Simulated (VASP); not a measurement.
# InAs (zincblende type) (F-43m) in VASP: further runs

The runs below take InAs (zincblende type) through single point, relaxation of cell and atoms, with PBE.

Everything below comes from runs of VASP 6.6.1. Logs are shortened: lines on timing, memory, paths and dates and some standing lists are left out, and cuts for length are marked.

### 1 The cell of the first run

It takes space group F-43m (No. 216, cubic). Conventional cell: a = 5.170 Å, b = 5.170 Å, c = 5.170 Å, α = 90.00°, β = 90.00°, γ = 90.00°. In (site symmetry -43m) has 4 As at 2.24 Å within 3.0 Å. Within 3.0 Å of As (site symmetry -43m) lie 4 In at 2.24 Å.

### 2 Single point, PBE

INCAR

```
PREC = Accurate ; ENCUT = 520
EDIFF = 1E-6 ; ISMEAR = -1
SIGMA = 0.1 ; LREAL = False
LASPH = True ; NELM = 80
ALGO = Normal ; ISIF = 2
LWAVE = False ; LCHARG = False
GGA = PE ; NBANDS = 16
```

KPOINTS

```
Automatic mesh
0
Gamma
  13 13 13
```

POSCAR

```
InAs
1.0
    0.0000000000      2.5850771342      2.5850771342
    2.5850771342      0.0000000000      2.5850771342
    2.5850771342      2.5850771342      0.0000000000
In As
1 1
Direct
    0.0000000000      0.0000000000      0.0000000000
    0.2500000000      0.2500000000      0.2500000000
```

Potentials or basis: VASP PAW PBE potentials, release 64 (In_d, As).

Started as:

```bash
cat potpaw_PBE.64/In_d/POTCAR potpaw_PBE.64/As/POTCAR > POTCAR
mpirun -np 1 vasp_std > vasp.out
```

OUTCAR:

```text
PREC = Accurate
   ENCUT = 520
   EDIFF = 1E-6
   ISMEAR = -1
   LREAL = False
   LASPH = True
   NELM = 80
   ISIF = 2
   GGA = PE

 ion  position               nearest neighbor table
   1  0.000  0.000  0.000-   2 2.24   2 2.24   2 2.24   2 2.24
   2  0.250  0.250  0.250-   1 2.24   1 2.24   1 2.24   1 2.24

  LATTYP: Found a face centered cubic cell.
 ALAT       =     5.1701542684

  Lattice vectors:

 A1 = (   0.0000000000,   2.5850771342,   2.5850771342)
 A2 = (   2.5850771342,   0.0000000000,   2.5850771342)
 A3 = (   2.5850771342,   2.5850771342,   0.0000000000)

Analysis of symmetry for initial positions (statically):
=====================================================================
 Subroutine PRICEL returns:
 Original cell was already a primitive cell.

 Routine SETGRP: Setting up the symmetry group for a
 face centered cubic supercell.

 Subroutine GETGRP returns: Found 24 space group operations
 (whereof 24 operations were pure point group operations)
 out of a pool of 48 trial point group operations.

The static configuration has the point symmetry T_d .

Analysis of symmetry for dynamics (positions and initial velocities):
=====================================================================
 Subroutine PRICEL returns:
 Original cell was already a primitive cell.

 Routine SETGRP: Setting up the symmetry group for a
 face centered cubic supercell.

 Subroutine GETGRP returns: Found 24 space group operations
 (whereof 24 operations were pure point group operations)
 out of a pool of 48 trial point group operations.

The dynamic configuration has the point symmetry T_d .

 Subroutine INISYM returns: Found 24 space group operations
 (whereof 24 operations are pure point group operations),
 and found     1 'primitive' translations

----------------------------------------------------------------------------------------

                                     Primitive cell

  volume of cell :      34.5502

  direct lattice vectors                    reciprocal lattice vectors
     0.000000000  2.585077134  2.585077134    -0.193417826  0.193417826  0.193417826
     2.585077134  0.000000000  2.585077134     0.193417826 -0.193417826  0.193417826
     2.585077134  2.585077134  0.000000000     0.193417826  0.193417826 -0.193417826

  length of vectors
     3.655851143  3.655851143  3.655851143     0.335009502  0.335009502  0.335009502

  position of ions in fractional coordinates (direct lattice)
     0.000000000  0.000000000  0.000000000
     0.250000000  0.250000000  0.250000000

  ion indices of the primitive-cell ions
   primitive index   ion index
                 1           1
                 2           2

----------------------------------------------------------------------------------------

 KPOINTS: Automatic mesh

Automatic generation of k-mesh.
 Grid dimensions read from file:
 generate k-points for:   13   13   13

 Generating k-lattice:

  Cartesian coordinates                     Fractional coordinates (reciprocal lattice)
    -0.014878294  0.014878294  0.014878294     0.076923077  0.000000000  0.000000000
     0.014878294 -0.014878294  0.014878294     0.000000000  0.076923077  0.000000000
     0.014878294  0.014878294 -0.014878294     0.000000000  0.000000000  0.076923077

  Length of vectors
     0.025769962  0.025769962  0.025769962

  Shift w.r.t. Gamma in fractional coordinates (k-lattice)
     0.000000000  0.000000000  0.000000000

 Subroutine IBZKPT returns following result:
 ===========================================

 Found     84 irreducible k-points:

 Following reciprocal coordinates:
            Coordinates               Weight
  0.000000  0.000000  0.000000      1.000000
  0.076923  0.000000  0.000000      8.000000
  0.153846  0.000000  0.000000      8.000000
  0.230769  0.000000  0.000000      8.000000
  0.307692  0.000000  0.000000      8.000000
  0.384615  0.000000  0.000000      8.000000
[... 16 lines left out ...]
  0.384615  0.153846  0.000000     24.000000
  0.461538  0.153846  0.000000     24.000000
 [... further k-points ...]
   k-points           NKPTS =     84   k-points in BZ     NKDIM =     84   number of bands    NBANDS=     16
   number of dos      NEDOS =    301   number of ions     NIONS =      2
   total plane-waves  NPLWV =  21952
   dimension x,y,z NGX =    28 NGY =   28 NGZ =   28
   dimension x,y,z NGXF=    56 NGYF=   56 NGZF=   56
   ions per type =               1   1
   NGX,Y,Z   is equivalent  to a cutoff of  12.73, 12.73, 12.73 a.u.
   NGXF,Y,Z  is equivalent  to a cutoff of  25.47, 25.47, 25.47 a.u.
 SYSTEM =  unknown system
   PREC   = accura    normal or accurate (medium, high low for compatibility)
   ISTART =      0    job   : 0-new  1-cont  2-samecut
   ICHARG =      2    charge: 1-file 2-atom 10-const
   ISPIN  =      1    spin polarized calculation?
   LNONCOLLINEAR =      F non collinear calculations
   LSORBIT =      F    spin-orbit coupling
   LASPH  =      T    aspherical Exc in radial PAW
   ENCUT  =  520.0 eV  38.22 Ry    6.18 a.u.   6.80  6.80  6.80*2*pi/ulx,y,z
   NELM   =     80;   NELMIN=  2; NELMDL= -5     # of ELM steps
   EDIFF  = 0.1E-05   stopping-criterion for ELM
   LREAL  =      F    real-space projection
   EDIFFG = 0.1E-04   stopping-criterion for IOM
   NSW    =      0    number of steps for IOM
   IBRION =     -1    ionic relax: 0-MD 1-quasi-New 2-CG
   NFREE  =      0    steps in history (QN), initial steepest desc. (CG)
   ISIF   =      2    stress and relaxation
   ISYM   =      2    0-nonsym 1-usesym 2-fastsym
   POTIM  = 0.5000    time-step for ionic-motion
   TEBEG  =    0.0;   TEEND  =   0.0 temperature during run
   PSTRESS=    0.0 pullay stress
   NELECT =      18.0000    total number of electrons
   NUPDOWN=      -1.0000    fix difference up-down
   EMIN   =  10.00;   EMAX   =-10.00  energy-range for DOS
   EFERMI =   0.00;   METHOD = LEGACY
   ISMEAR =    -1;   SIGMA  =   0.10  broadening in eV -4-tet -1-fermi 0-gaus
   EFERMI_NEDOS =   21; number of points for ismear=-14 and -15
   IALGO  =     38    algorithm
   IMIX   =      4    mixing-type and parameters
     AMIX     =   0.40;   BMIX     =  1.00
     AMIX_MAG =   1.60;   BMIX_MAG =  1.00
  volume/ion in A,a.u.               =      17.28       116.58
  Fermi-wavevector in a.u.,A,eV,Ry     =   1.317292  2.489322 23.609633  1.735259
  Thomas-Fermi vector in A             =   2.447344
   LORBIT       =      0    0 simple, 1 ext, 2 COOP (PROOUT), +10 PAW based schemes
   GGA     = PE    functional components
   LHFCALC =     F    Hartree Fock is set to
   AEXX    =    0.0000 exact exchange contribution
   IVDW    =     0    specifies the selected vdW correction
   LEPSILON=     F    determine dielectric tensor
   LRPA    =     F    only Hartree local field effects (RPA)
 non-spin polarized calculation
  energy-cutoff  :      520.00
  volume of cell :       34.55
 maximum number of plane-waves:       946
   NGX = 13   NGY = 13   NGZ = 13

 number of electron      18.0000008 magnetization

 Free energy of the ion-electron system (eV)
  ---------------------------------------------------
  ext. energy  EPLUGINS =         0.00000000
  ---------------------------------------------------
  free energy    TOTEN  =        -3.43495198 eV

  energy without entropy =       -3.43409933  energy(sigma->0) =       -3.43452565

 E-fermi :  11.1198     XC(G=0): -11.3355

 val. band max:       10.9299054259   @ k =   0.0000   0.0000   0.0000
 cond. band min:      11.3234781769   @ k =   0.4615   0.4615   0.0000
 fundamental gap:      0.3935727510
 Fermi energy:        11.1198215193

 k-point     1 :       0.0000    0.0000    0.0000
  band No.  band energies     occupation
      1      -5.6436      2.00000
      2      -5.6436      2.00000
      3      -5.6436      2.00000
      4      -5.2951      2.00000
      5      -5.1559      2.00000
      6      -5.1559      2.00000
[... 8 lines left out ...]
     15      21.6272      0.00000
     16      21.6272      0.00000

 k-point     2 :       0.0769    0.0000    0.0000
  band No.  band energies     occupation
      1      -5.7539      2.00000
      2      -5.6336      2.00000
      3      -5.6336      2.00000
      4      -5.1571      2.00000
      5      -5.1571      2.00000
      6      -5.0919      2.00000
[... 8 lines left out ...]
     15      20.5666      0.00000
     16      20.5666      0.00000

 k-point     3 :       0.1538    0.0000    0.0000
  band No.  band energies     occupation
      1      -5.9030      2.00000
      2      -5.6070      2.00000
      3      -5.6070      2.00000
      4      -5.1588      2.00000
      5      -5.1588      2.00000
      6      -4.6635      2.00000
[... 8 lines left out ...]
     15      19.8461      0.00000
     16      20.2866      0.00000

 k-point     4 :       0.2308    0.0000    0.0000
  band No.  band energies     occupation
      1      -6.0272      2.00000
      2      -5.5735      2.00000
      3      -5.5735      2.00000
      4      -5.1567      2.00000
      5      -5.1567      2.00000
      6      -4.0737      2.00000
[... 8 lines left out ...]
     15      19.7663      0.00000
     16      19.9337      0.00000

 k-point     5 :       0.3077    0.0000    0.0000
  band No.  band energies     occupation
      1      -6.1246      2.00000
      2      -5.5444      2.00000
      3      -5.5444      2.00000
      4      -5.1469      2.00000
      5      -5.1469      2.00000
      6      -3.3359      2.00000
[... 8 lines left out ...]
     15      20.4331      0.00000
     16      20.4331      0.00000

 k-point     6 :       0.3846    0.0000    0.0000
  band No.  band energies     occupation
      1      -6.1931      2.00000
      2      -5.5261      2.00000
      3      -5.5261      2.00000
      4      -5.1319      2.00000
      5      -5.1319      2.00000
      6      -2.5054      2.00000
[... 8 lines left out ...]
     15      21.5950      0.00000
     16      21.5950      0.00000
[... 267 lines left out ...]
 k-point    21 :       0.2308    0.1538    0.0000
  band No.  band energies     occupation
      1      -6.0386      2.00000
      2      -5.5409      2.00000
      3      -5.5339      2.00000
      4      -5.2302      2.00000
      5      -5.1275      2.00000
      6      -4.0872      2.00000
[... 8 lines left out ...]
     15      21.6096      0.00000
     16      22.3542      0.00000

 k-point    22 :       0.3077    0.1538    0.0000
  band No.  band energies     occupation
      1      -6.1147      2.00000
      2      -5.5187      2.00000
      3      -5.4987      2.00000
      4      -5.2341      2.00000
      5      -5.1184      2.00000
      6      -3.4826      2.00000
[... 8 lines left out ...]
     15      21.7998      0.00000
     16      22.0011      0.00000

 k-point    23 :       0.3846    0.1538    0.0000
  band No.  band energies     occupation
      1      -6.1757      2.00000
      2      -5.5049      2.00000
      3      -5.4744      2.00000
      4      -5.2214      2.00000
      5      -5.1104      2.00000
      6      -2.7304      2.00000
[... 8 lines left out ...]
     15      22.5859      0.00000
     16      22.6406      0.00000

 k-point    24 :       0.4615    0.1538    0.0000
  band No.  band energies     occupation
      1      -6.2158      2.00000
      2      -5.4995      2.00000
      3      -5.4634      2.00000
      4      -5.1962      2.00000
      5      -5.1094      2.00000
      6      -1.9300      2.00000
[... 8 lines left out ...]
     15      23.4497      0.00000
     16      23.5817      0.00000

 [... further k-points ...]
[... 5 lines left out ...]
  --------------------------------------------------------------------------------------
  -------------------------------------------------------------------------------------
  Total       19.7122412     19.7122412     19.7122412      0.0000000      0.0000000      0.0000000
  in kB      914.1049744    914.1049744    914.1049744      0.0000000      0.0000000      0.0000000
  external PRESSURE =     914.1049744 kB  Pullay stress =       0.0000000 kB

 VOLUME and BASIS-vectors are now :
 -----------------------------------------------------------------------------
  energy-cutoff  :      520.00
  volume of cell :       34.55
      direct lattice vectors                 reciprocal lattice vectors
     0.000000000  2.585077134  2.585077134    -0.193417826  0.193417826  0.193417826
     2.585077134  0.000000000  2.585077134     0.193417826 -0.193417826  0.193417826
     2.585077134  2.585077134  0.000000000     0.193417826  0.193417826 -0.193417826

 POSITION                                       TOTAL-FORCE (eV/Angst)
 -----------------------------------------------------------------------------------
      0.00000      0.00000      0.00000         0.000000      0.000000      0.000000
      1.29254      1.29254      1.29254        -0.000000     -0.000000     -0.000000
 -----------------------------------------------------------------------------------
    total drift:                               -0.000000     -0.000000     -0.000000

  FREE ENERGIE OF THE ION-ELECTRON SYSTEM (eV)
  ---------------------------------------------------
  free  energy   TOTEN  =        -3.4349519785 eV

  energy  without entropy=       -3.4340993271  energy(sigma->0) =       -3.43452565
```

Wall time 22 s (1 thread of Intel Xeon 6975P-C (Granite Rapids), shared host); peak memory 0.18 GiB.

What came out:

```yaml
Free_energy: -3.4350 eV
Pressure: 91.4 GPa
Band_gap_on_the_k_mesh: 0.39 eV, indirect (least direct gap 1.91 eV)
```

Caveat: spin-orbit coupling is left out, which moves the levels of the heavy elements. A k mesh can miss the band edges.

### 3 Relaxation of cell and atoms, PBE, target pressure 91 GPa, at which the enthalpy is minimised

This run uses another cell than the first one, of 15.82 Å³/atom, 0.916 times its volume.

INCAR

```
  ALGO = Normal
  EDIFF = 1E-6
  EDIFFG = -0.005
  ENCUT = 600
  GGA = PE
  IBRION = 2
  ISIF = 3
  ISMEAR = -1
  LASPH = T
  LCHARG = F
  LREAL = F
  LWAVE = F
  NELM = 60
  NSW = 60
  PREC = Accurate
  PSTRESS = 910.0
  SIGMA = 0.1
```

KPOINTS

```
k-points
0
Gamma
  13 13 13
```

POSCAR

```
InAs
1.0
    0.0000000000      2.5103397662      2.5103397662
    2.5103397662      0.0000000000      2.5103397662
    2.5103397662      2.5103397662      0.0000000000
In As
1 1
Direct
    0.0000000000      0.0000000000      0.0000000000
    0.2500000000      0.2500000000      0.2500000000
```

Potentials or basis: VASP PAW PBE potentials, release 64 (In_d, As).

Started as:

```bash
cat potpaw_PBE.64/In_d/POTCAR potpaw_PBE.64/As/POTCAR > POTCAR
mpirun -np 1 vasp_std > vasp.out
```

Wall time 1.7 min (1 thread of Intel Xeon 6975P-C (Granite Rapids), shared host); peak memory 0.19 GiB.

The run converged. Its results:

```
Free energy                                            : -3.4554 eV
Relaxed volume                                         : 17.29 Å³/atom
Relaxed cell                                           : a = 3.657 Å, b = 3.657 Å, c = 3.657 Å, α = 60.00°, β = 60.00°, γ = 60.00°
Space group after relaxing (to 0.05 Å)                 : F-43m (No. 216)
Energy change on relaxing (the enthalpy is what falls) : -1003.2 meV/atom
Ionic steps                                            : 18
Pressure after relaxing                                : 91.0 GPa
Band gap on the k mesh                                 : 0.40 eV, indirect (least direct gap 1.90 eV)
```

Step by step:
```tsv
step	energy change (eV)	largest force (eV/Å)	pressure (GPa)	volume (Å³)
1	0.0000	0.0000	129.46	31.64
2	-6.1146	0.0000	7.99	52.41
3	-2.3956	0.0000	83.64	35.30
4	-2.0352	0.0000	90.46	34.64
5	-2.0002	0.0000	91.16	34.58
6	-2.0004	0.0000	91.13	34.58
7	-2.0010	0.0000	91.13	34.58
8	-2.0010	0.0000	91.13	34.58
9	-2.0010	0.0000	91.13	34.58
10	-2.0010	0.0000	91.13	34.58
11	-2.0010	0.0000	91.13	34.58
12	-2.0011	0.0000	91.13	34.58
13	-2.0012	0.0000	91.13	34.58
14	-2.0013	0.0000	91.12	34.58
15	-2.0017	0.0000	91.12	34.58
16	-2.0023	0.0000	91.11	34.58
17	-2.0037	0.0000	91.10	34.58
18	-2.0064	0.0000	91.01	34.59
```

Final structure:
```
In As
1.0
     0.00000    2.58599    2.58599
     2.58599    0.00000    2.58599
     2.58599    2.58599    0.00000
In As
1 1
Direct
  0.00000 0.00000 0.00000
  0.25000 0.25000 0.25000
```

Levels at points of the mesh, in eV from the valence-band top:
| k point | band 7 | band 8 | band 9 | band 10 | band 11 | band 12 |
| --- | --- | --- | --- | --- | --- | --- |
| (0.00, 0.00, 0.00) | 0.00 | 0.00 | 0.00 | 1.90 | 3.71 | 3.71 |

Caveat: the cell is relaxed towards a set pressure, so the enthalpy falls and the energy may rise; spin-orbit coupling is left out, which moves the levels of the heavy elements. A k mesh can miss the band edges.
